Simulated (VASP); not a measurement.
Si, 2 atoms in the cell. The typed cell holds 2 atoms: a = 4.200 Å, b = 4.200 Å, c = 4.200 Å, α = 90.00°, β = 90.00°, γ = 90.00°. 

* Program: VASP 6.6.1
* Task: single point
* Functional: PBE
* Potentials or basis: VASP PAW PBE potentials, release 64 (Si)
* Cutoff: 500 eV
* k mesh: 1 × 1 × 1
* Occupations: fermi-dirac, width 0.3 eV
* Spin: no spin polarisation
* Dipole correction: no
* Further INCAR settings: ALGO = Normal; EDIFF = 1e-06; NBANDS = 11

Potentials or basis: VASP PAW PBE potentials, release 64 (Si).

Launch:

```sh
$ cat potpaw_PBE.64/Si/POTCAR > POTCAR
$ mpirun -np 1 vasp_gam > vasp.out
```

Hardware: 1 thread of Intel Xeon 6975P-C, on a shared host.

Estimate the wall time of this run.

It took 4.1 s on 1 thread of Intel Xeon 6975P-C, on a shared host, peak memory 0.15 GiB. Counts: scf iterations 14, k points 1.
